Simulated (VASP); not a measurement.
# TiO2 (C2/c) in VASP: a series of runs

Runs on TiO2. Level: PBE. Tasks: single point.

Everything below comes from runs of VASP 6.6.1. Logs are shortened: lines on timing, memory, paths and dates and some standing lists are left out, and cuts for length are marked.

### 1 The cell of the first run

It takes space group C2/c (No. 15, monoclinic). The conventional cell has a = 5.302 Å, b = 5.303 Å, c = 5.360 Å, α = 90.00°, β = 118.77°, γ = 90.00°. Within 2.5 Å of Ti (site symmetry 2) lie 6 O at 1.89 to 1.96 Å. O (site symmetry 1) has 3 Ti at 1.89 to 1.96 Å and 2 O at 2.45 Å within 2.5 Å.

### 2 Single point, PBE

INCAR reads:

```
SYSTEM = TiO2
ALGO = Normal
EDIFF = 1E-6
ENCUT = 520
GGA = PE
ISIF = 2
ISMEAR = -1
LASPH = .True.
LCHARG = .False.
LREAL = .False.
LWAVE = .False.
NBANDS = 33
NELM = 60
PREC = Accurate
SIGMA = 0.05
```

KPOINTS reads:

```
k-points
0
Gamma
  8 8 6
  0 0 0
```

POSCAR reads:

```
TiO2
1.0
    2.6507933161     -2.6514016391      0.0000000000
    2.6507933161      2.6514016391      0.0000000000
   -2.5797703845      0.0000000000      4.6987189738
Ti O
2 4
Direct
    0.8658900000      0.1341100000      0.7500000000
    0.1341100000      0.8658900000      0.2500000000
    0.0887550000      0.3312210000      0.1671490000
    0.9112450000      0.6687790000      0.8328510000
    0.6687790000      0.9112450000      0.3328510000
    0.3312210000      0.0887550000      0.6671490000
```

Potentials or basis: VASP PAW PBE potentials, release 64 (Ti_sv, O).

Command:

```console
$ cat potpaw_PBE.64/Ti_sv/POTCAR potpaw_PBE.64/O/POTCAR > POTCAR
$ mpirun -np 1 vasp_std > vasp.out
```

OUTCAR:

```text
SYSTEM = TiO2
   EDIFF = 1E-6
   ENCUT = 520
   GGA = PE
   ISIF = 2
   ISMEAR = -1
   LASPH = .True.
   LREAL = .False.
   NELM = 60
   PREC = Accurate

 ion  position               nearest neighbor table
   1  0.866  0.134  0.750-   4 1.89   6 1.89   6 1.94   4 1.94   3 1.96   5 1.96
   2  0.134  0.866  0.250-   5 1.89   3 1.89   5 1.94   3 1.94   6 1.96   4 1.96
   3  0.089  0.331  0.167-   2 1.89   2 1.94   1 1.96
   4  0.911  0.669  0.833-   1 1.89   1 1.94   2 1.96
   5  0.669  0.911  0.333-   2 1.89   2 1.94   1 1.96
   6  0.331  0.089  0.667-   1 1.89   1 1.94   2 1.96

  LATTYP: Found a base centered monoclinic cell.
 ALAT       =     5.3015866322
 B/A-ratio  =     1.0002294871
 C/A-ratio  =     1.0110809974
 COS(beta)  =    -0.4812705001

  Lattice vectors:

 A1 = (   2.6507933161,  -2.6514016391,   0.0000000000)
 A2 = (   2.6507933161,   2.6514016391,   0.0000000000)
 A3 = (  -2.5797703845,   0.0000000000,   4.6987189738)

Analysis of symmetry for initial positions (statically):
=====================================================================
 Subroutine PRICEL returns:
 Original cell was already a primitive cell.

 Routine SETGRP: Setting up the symmetry group for a
 base centered monoclinic supercell.

 Subroutine GETGRP returns: Found  4 space group operations
 (whereof  2 operations were pure point group operations)
 out of a pool of  4 trial point group operations.

The static configuration has the point symmetry S_2 .
 The point group associated with its full space group is C_2h.

Analysis of symmetry for dynamics (positions and initial velocities):
=====================================================================
 Subroutine PRICEL returns:
 Original cell was already a primitive cell.

 Routine SETGRP: Setting up the symmetry group for a
 base centered monoclinic supercell.

 Subroutine GETGRP returns: Found  4 space group operations
 (whereof  2 operations were pure point group operations)
 out of a pool of  4 trial point group operations.

The dynamic configuration has the point symmetry S_2 .
 The point group associated with its full space group is C_2h.

 Subroutine INISYM returns: Found  4 space group operations
 (whereof  2 operations are pure point group operations),
 and found     1 'primitive' translations

----------------------------------------------------------------------------------------

                                     Primitive cell

  volume of cell :      66.0482

  direct lattice vectors                    reciprocal lattice vectors
     2.650793316 -2.651401639  0.000000000     0.188622778 -0.188579502  0.103560877
     2.650793316  2.651401639  0.000000000     0.188622778  0.188579502  0.103560877
    -2.579770385  0.000000000  4.698718974     0.000000000  0.000000000  0.212823964

  length of vectors
     3.749218033  3.749218033  5.360333500     0.286121716  0.286121716  0.212823964

  position of ions in fractional coordinates (direct lattice)
     0.865890000  0.134110000  0.750000000
     0.134110000  0.865890000  0.250000000
     0.088755000  0.331221000  0.167149000
     0.911245000  0.668779000  0.832851000
     0.668779000  0.911245000  0.332851000
     0.331221000  0.088755000  0.667149000

  ion indices of the primitive-cell ions
   primitive index   ion index
                 1           1
                 2           2
                 3           3
                 4           4
                 5           5
                 6           6

----------------------------------------------------------------------------------------

 KPOINTS: k-points

Automatic generation of k-mesh.
 Grid dimensions read from file:
 generate k-points for:    8    8    6

 Generating k-lattice:

  Cartesian coordinates                     Fractional coordinates (reciprocal lattice)
     0.023577847 -0.023572438  0.012945110     0.125000000  0.000000000  0.000000000
     0.023577847  0.023572438  0.012945110     0.000000000  0.125000000  0.000000000
     0.000000000  0.000000000  0.035470661     0.000000000  0.000000000  0.166666667

  Length of vectors
     0.035765214  0.035765214  0.035470661

  Shift w.r.t. Gamma in fractional coordinates (k-lattice)
     0.000000000  0.000000000  0.000000000

 Subroutine IBZKPT returns following result:
 ===========================================

 Found    114 irreducible k-points:

 Following reciprocal coordinates:
            Coordinates               Weight
  0.000000  0.000000  0.000000      1.000000
  0.125000  0.000000  0.000000      4.000000
  0.250000  0.000000  0.000000      4.000000
  0.375000  0.000000  0.000000      4.000000
  0.500000  0.000000  0.000000      2.000000
  0.125000  0.125000  0.000000      2.000000
[... 16 lines left out ...]
  0.125000  0.000000  0.166667      4.000000
  0.250000  0.000000  0.166667      4.000000
 [... further k-points ...]
   k-points           NKPTS =    114   k-points in BZ     NKDIM =    114   number of bands    NBANDS=     33
   number of dos      NEDOS =    301   number of ions     NIONS =      6
   total plane-waves  NPLWV =  31360
   dimension x,y,z NGX =    28 NGY =   28 NGZ =   40
   dimension x,y,z NGXF=    56 NGYF=   56 NGZF=   80
   ions per type =               2   4
   NGX,Y,Z   is equivalent  to a cutoff of  12.42, 12.42, 12.41 a.u.
   NGXF,Y,Z  is equivalent  to a cutoff of  24.83, 24.83, 24.81 a.u.
 SYSTEM =  TiO2
   PREC   = accura    normal or accurate (medium, high low for compatibility)
   ISTART =      0    job   : 0-new  1-cont  2-samecut
   ICHARG =      2    charge: 1-file 2-atom 10-const
   ISPIN  =      1    spin polarized calculation?
   LNONCOLLINEAR =      F non collinear calculations
   LSORBIT =      F    spin-orbit coupling
   LASPH  =      T    aspherical Exc in radial PAW
   ENCUT  =  520.0 eV  38.22 Ry    6.18 a.u.   6.97  6.97  9.97*2*pi/ulx,y,z
   NELM   =     60;   NELMIN=  2; NELMDL= -5     # of ELM steps
   EDIFF  = 0.1E-05   stopping-criterion for ELM
   LREAL  =      F    real-space projection
   EDIFFG = 0.1E-04   stopping-criterion for IOM
   NSW    =      0    number of steps for IOM
   IBRION =     -1    ionic relax: 0-MD 1-quasi-New 2-CG
   NFREE  =      0    steps in history (QN), initial steepest desc. (CG)
   ISIF   =      2    stress and relaxation
   ISYM   =      2    0-nonsym 1-usesym 2-fastsym
   POTIM  = 0.5000    time-step for ionic-motion
   TEBEG  =    0.0;   TEEND  =   0.0 temperature during run
   PSTRESS=    0.0 pullay stress
   NELECT =      48.0000    total number of electrons
   NUPDOWN=      -1.0000    fix difference up-down
   EMIN   =  10.00;   EMAX   =-10.00  energy-range for DOS
   EFERMI =   0.00;   METHOD = LEGACY
   ISMEAR =    -1;   SIGMA  =   0.05  broadening in eV -4-tet -1-fermi 0-gaus
   EFERMI_NEDOS =   21; number of points for ismear=-14 and -15
   IALGO  =     38    algorithm
   IMIX   =      4    mixing-type and parameters
     AMIX     =   0.40;   BMIX     =  1.00
     AMIX_MAG =   1.60;   BMIX_MAG =  1.00
  volume/ion in A,a.u.               =      11.01        74.29
  Fermi-wavevector in a.u.,A,eV,Ry     =   1.471866  2.781424 29.475521  2.166390
  Thomas-Fermi vector in A             =   2.586950
   LORBIT       =      0    0 simple, 1 ext, 2 COOP (PROOUT), +10 PAW based schemes
   GGA     = PE    functional components
   LHFCALC =     F    Hartree Fock is set to
   AEXX    =    0.0000 exact exchange contribution
   IVDW    =     0    specifies the selected vdW correction
   LEPSILON=     F    determine dielectric tensor
   LRPA    =     F    only Hartree local field effects (RPA)
 non-spin polarized calculation
  energy-cutoff  :      520.00
  volume of cell :       66.05
 maximum number of plane-waves:      1794
   NGX = 13   NGY = 13   NGZ = 19

 number of electron      47.9999993 magnetization

 Free energy of the ion-electron system (eV)
  ---------------------------------------------------
  ext. energy  EPLUGINS =         0.00000000
  ---------------------------------------------------
  free energy    TOTEN  =       -53.69774735 eV

  energy without entropy =      -53.69774735  energy(sigma->0) =      -53.69774735

 E-fermi :   4.8330     XC(G=0): -10.8989

 val. band max:        3.6653167879   @ k =   0.5000   0.5000   0.0000
 cond. band min:       5.8545324104   @ k =   0.0000   0.0000   0.0000
 fundamental gap:      2.1892156225
 Fermi energy:         4.8329629381

 k-point     1 :       0.0000    0.0000    0.0000
  band No.  band energies     occupation
      1     -52.5849      2.00000
      2     -52.5142      2.00000
      3     -29.1023      2.00000
      4     -28.8295      2.00000
      5     -28.8294      2.00000
      6     -28.7516      2.00000
[... 25 lines left out ...]
     32       9.2439      0.00000
     33       9.2750      0.00000

 k-point     2 :       0.1250    0.0000    0.0000
  band No.  band energies     occupation
      1     -52.5823      2.00000
      2     -52.5160      2.00000
      3     -29.0960      2.00000
      4     -28.8523      2.00000
      5     -28.8314      2.00000
      6     -28.7594      2.00000
[... 25 lines left out ...]
     32       9.3744      0.00000
     33       9.6896      0.00000

 k-point     3 :       0.2500    0.0000    0.0000
  band No.  band energies     occupation
      1     -52.5756      2.00000
      2     -52.5209      2.00000
      3     -29.0802      2.00000
      4     -28.9048      2.00000
      5     -28.8357      2.00000
      6     -28.7787      2.00000
[... 25 lines left out ...]
     32       9.7415      0.00000
     33      10.2176      0.00000

 k-point     4 :       0.3750    0.0000    0.0000
  band No.  band energies     occupation
      1     -52.5672      2.00000
      2     -52.5275      2.00000
      3     -29.0622      2.00000
      4     -28.9586      2.00000
      5     -28.8396      2.00000
      6     -28.7919      2.00000
[... 673 lines left out ...]
     32       9.1809      0.00000
     33       9.3102      0.00000

 k-point    23 :       0.1250    0.0000    0.1667
  band No.  band energies     occupation
      1     -52.5743      2.00000
      2     -52.5242      2.00000
      3     -29.0449      2.00000
      4     -28.8682      2.00000
      5     -28.8427      2.00000
      6     -28.7483      2.00000
[... 25 lines left out ...]
     32       9.5111      0.00000
     33       9.6221      0.00000

 k-point    24 :       0.2500    0.0000    0.1667
  band No.  band energies     occupation
      1     -52.5659      2.00000
      2     -52.5307      2.00000
      3     -29.0222      2.00000
      4     -28.9271      2.00000
      5     -28.8453      2.00000
      6     -28.7750      2.00000
[... 25 lines left out ...]
     32       9.8372      0.00000
     33      10.0542      0.00000

 [... further k-points ...]

------------------------ aborting loop because EDIFF is reached ----------------------------------------

  FORCE on cell =-STRESS in cart. coord.  units (eV):
  Direction    XX          YY          ZZ          XY          YZ          ZX
  --------------------------------------------------------------------------------------
  -------------------------------------------------------------------------------------
  Total        5.2837764      5.2553863      5.8424589      0.0000000      0.0000000      0.1334788
  in kB      128.1722944    127.4836156    141.7246506      0.0000000      0.0000000      3.2378901
  external PRESSURE =     132.4601869 kB  Pullay stress =       0.0000000 kB

 VOLUME and BASIS-vectors are now :
 -----------------------------------------------------------------------------
  energy-cutoff  :      520.00
  volume of cell :       66.05
      direct lattice vectors                 reciprocal lattice vectors
     2.650793316 -2.651401639  0.000000000     0.188622778 -0.188579502  0.103560877
     2.650793316  2.651401639  0.000000000     0.188622778  0.188579502  0.103560877
    -2.579770385  0.000000000  4.698718974     0.000000000  0.000000000  0.212823964

 POSITION                                       TOTAL-FORCE (eV/Angst)
 -----------------------------------------------------------------------------------
      0.71597     -1.94024      3.52404         0.000000     -0.137987      0.000000
      2.00585      1.94024      1.17468         0.000000      0.137987      0.000000
      0.68206      0.64287      0.78539        -0.051853     -0.041475      0.267598
      2.03975     -0.64287      3.91333         0.051853      0.041475     -0.267598
      3.32964      0.64287      1.56397         0.051853     -0.041475     -0.267598
     -0.60782     -0.64287      3.13475        -0.051853      0.041475      0.267598
 -----------------------------------------------------------------------------------
    total drift:                                0.000000      0.000000     -0.000000

  FREE ENERGIE OF THE ION-ELECTRON SYSTEM (eV)
  ---------------------------------------------------
  free  energy   TOTEN  =       -53.6977473476 eV

  energy  without entropy=      -53.6977473476  energy(sigma->0) =      -53.69774735
```

It took 2 min on 1 thread of Intel Xeon 6975P-C (Granite Rapids), shared host; peak memory 0.31 GiB.

What came out:

```yaml
Free_energy: -53.6977 eV
Pressure: 13.2 GPa
Largest_force: 0.276 eV/Å
Band_gap_on_the_k_mesh: 2.19 eV (least direct gap 2.53 eV)
```

Forces in eV/Å, atoms in the order of the input:
```
Ti   0.000 -0.138  0.000
Ti   0.000  0.138  0.000
O   -0.052 -0.041  0.268
O    0.052  0.041 -0.268
O    0.052 -0.041 -0.268
O   -0.052  0.041  0.268
```

Levels at points of the mesh, in eV from the valence-band top:
```
           k point  band 20  band 21  band 22  band 23  band 24  band 25  band 26  band 27  band 28  band 29
(0.00, 0.00, 0.00)    -0.78    -0.71    -0.68    -0.49    -0.49     2.19     2.99     4.14     4.15     4.18
(0.50, 0.00, 0.00)    -2.05    -1.99    -0.99    -0.79    -0.61     3.46     3.64     3.66     3.94     4.44
(0.50, 0.50, 0.00)    -2.56    -2.28    -1.94    -0.01     0.00     3.49     3.53     3.82     4.19     5.08
(0.00, 0.00, 0.50)    -1.35    -1.24    -1.24    -0.10    -0.10     2.57     2.57     3.95     3.95     4.40
(0.50, 0.00, 0.50)    -2.02    -1.95    -0.98    -0.79    -0.62     3.30     3.75     3.78     3.80     4.52
(0.50, 0.50, 0.50)    -2.71    -2.11    -2.11    -0.02    -0.02     3.52     3.52     4.01     4.01     5.11
```

Caveat: the cell stands under pressure. A k mesh can miss the band edges.

### 3 Single point, PBE

This run uses another cell than the first one, of 11.24 Å³/atom.

INCAR reads:

```
PREC     = Accurate       # precision mode
ENCUT    = 520            # plane-wave cutoff, eV
EDIFF    = 1E-7           # SCF threshold, eV
ISMEAR   = -1             # smearing method
SIGMA    = 0.05           # smearing width, eV
LREAL    = False          # projectors in reciprocal space
LASPH    = True           # aspherical terms in the spheres
NELM     = 60             # most SCF steps
ALGO     = Normal         # electronic algorithm
ISIF     = 2              # what is computed and relaxed
LWAVE    = False          # write WAVECAR
LCHARG   = False          # write CHGCAR
GGA      = PE             # functional
NBANDS   = 33             # bands
```

KPOINTS reads:

```
regular mesh
0
Gamma
  8 8 6
```

POSCAR, as its differences from that of step 2:

```diff
@@ -2,5 +2,5 @@
 1.0
-    2.6507933161     -2.6514016391      0.0000000000
-    2.6507933161      2.6514016391      0.0000000000
-   -2.5797703845      0.0000000000      4.6987189738
+    2.6694614897     -2.6700740968      0.0000000000
+    2.6694614897      2.6700740968      0.0000000000
+   -2.5979383801      0.0000000000      4.7318096342
 Ti O
```

Potentials or basis: VASP PAW PBE potentials, release 64 (Ti_sv, O).

Command:

```console
$ cat potpaw_PBE.64/Ti_sv/POTCAR potpaw_PBE.64/O/POTCAR > POTCAR
$ mpirun -np 1 vasp_std > vasp.out
```

Wall time 2 min (1 thread of Intel Xeon 6975P-C (Granite Rapids), shared host); peak memory 0.31 GiB.

The run converged. Its results:

* Free energy: -53.7923 eV
* Pressure: 8.0 GPa
* Largest force: 0.140 eV/Å
* Band gap on the k mesh: 2.14 eV (least direct gap 2.49 eV)

Forces in eV/Å, atoms in the order of the input:
```
Ti   0.000 -0.112  0.000
Ti   0.000  0.112  0.000
O   -0.033 -0.017  0.135
O    0.033  0.017 -0.135
O    0.033 -0.017 -0.135
O   -0.033  0.017  0.135
```

Stress tensor (GPa, compression positive):
```
7.62 0.00 0.12
0.00 7.57 0.00
0.12 0.00 8.71
```

Levels at points of the mesh, in eV from the valence-band top:
| k point | band 21 | band 22 | band 23 | band 24 | band 25 | band 26 | band 27 | band 28 |
| --- | --- | --- | --- | --- | --- | --- | --- | --- |
| (0.00, 0.00, 0.00) | -0.73 | -0.70 | -0.47 | -0.47 | 2.14 | 2.91 | 4.02 | 4.03 |
| (0.50, 0.00, 0.00) | -1.94 | -0.96 | -0.82 | -0.62 | 3.37 | 3.54 | 3.56 | 3.82 |
| (0.50, 0.50, 0.00) | -2.24 | -1.91 | -0.01 | 0.00 | 3.39 | 3.43 | 3.71 | 4.07 |
| (0.00, 0.00, 0.50) | -1.24 | -1.24 | -0.11 | -0.11 | 2.51 | 2.51 | 3.84 | 3.84 |
| (0.50, 0.00, 0.50) | -1.91 | -0.94 | -0.81 | -0.62 | 3.21 | 3.64 | 3.67 | 3.70 |
| (0.50, 0.50, 0.50) | -2.07 | -2.07 | -0.02 | -0.02 | 3.42 | 3.42 | 3.90 | 3.90 |

Caveat: the cell stands under pressure.

### 4 Single point, PBE

This run uses another cell than the first one, of 11.48 Å³/atom.

INCAR reads:

```
PREC = Accurate ; ENCUT = 520
EDIFF = 1E-6 ; ISMEAR = -1
SIGMA = 0.05 ; LREAL = F
LASPH = T ; NELM = 60
ALGO = Normal ; ISIF = 2
LWAVE = F ; LCHARG = T
GGA = PE ; LELF = T
LVHAR = T ; NBANDS = 33
```

KPOINTS reads:

```
Automatic mesh
0
Gamma
  8 8 6
```

POSCAR, as its differences from that of step 3:

```diff
@@ -2,5 +2,5 @@
 1.0
-    2.6694614897     -2.6700740968      0.0000000000
-    2.6694614897      2.6700740968      0.0000000000
-   -2.5979383801      0.0000000000      4.7318096342
+    2.6878721508     -2.6884889828      0.0000000000
+    2.6878721508      2.6884889828      0.0000000000
+   -2.6158557627      0.0000000000      4.7644438354
 Ti O
```

Command:

```console
$ cat potpaw_PBE.64/Ti_sv/POTCAR potpaw_PBE.64/O/POTCAR > POTCAR
$ mpirun -np 1 vasp_std > vasp.out
```

It took 2.1 min on 1 thread of Intel Xeon 6975P-C (Granite Rapids), shared host; peak memory 0.32 GiB.

It converged, with:

```yaml
Free_energy: -53.8432 eV
Pressure: 3.3 GPa
Largest_force: 0.086 eV/Å
Band_gap_on_the_k_mesh: 2.10 eV (least direct gap 2.44 eV)
```

Forces in eV/Å, atoms in the order of the input:
```
Ti   0.000 -0.086  0.000
Ti   0.000  0.086  0.000
O   -0.015  0.005  0.012
O    0.015 -0.005 -0.012
O    0.015  0.005 -0.012
O   -0.015 -0.005  0.012
```

Stress tensor (GPa, compression positive):
```
 2.99  0.00 -0.07
 0.00  2.94  0.00
-0.07  0.00  3.82
```

Levels at points of the mesh, in eV from the valence-band top:
```csv
k point,band 21,band 22,band 23,band 24,band 25,band 26,band 27,band 28
"(0.00, 0.00, 0.00)",-0.75,-0.71,-0.45,-0.45,2.10,2.83,3.90,3.91
"(0.50, 0.00, 0.00)",-1.89,-0.93,-0.84,-0.62,3.27,3.44,3.46,3.71
"(0.50, 0.50, 0.00)",-2.19,-1.88,-0.01,0.00,3.29,3.33,3.60,3.95
"(0.00, 0.00, 0.50)",-1.24,-1.24,-0.12,-0.12,2.45,2.45,3.73,3.73
"(0.50, 0.00, 0.50)",-1.88,-0.91,-0.84,-0.62,3.13,3.54,3.57,3.59
"(0.50, 0.50, 0.50)",-2.04,-2.04,-0.02,-0.02,3.32,3.32,3.78,3.78
```

Caveat: the cell stands under pressure. A k mesh can miss the band edges.

### 5 Summary

| cell | gap on the mesh (eV) | pressure (GPa) | largest force (eV/Å) |
| --- | --- | --- | --- |
| a = 3.749, b = 3.749, c = 5.360 Å, angles 109.9, 109.9, 90.0°, 6 atoms | 2.19 | 13.2 | 0.28 |
| a = 3.776, b = 3.776, c = 5.398 Å, angles 109.9, 109.9, 90.0°, 6 atoms | 2.14 | 8.0 | 0.14 |
| a = 3.802, b = 3.802, c = 5.435 Å, angles 109.9, 109.9, 90.0°, 6 atoms | 2.10 | 3.3 | 0.09 |

Alike in all rows: task single point; level PBE; potentials or basis VASP PAW PBE potentials, release 64 (Ti_sv, O); no spin polarisation; k mesh 8 × 8 × 6; cutoff (eV) 520; smearing fermi-dirac 0.05 eV.

Caveats: the cell stands under pressure.

Total energies depend on the potentials used, so only differences within one code and one set of settings carry meaning.
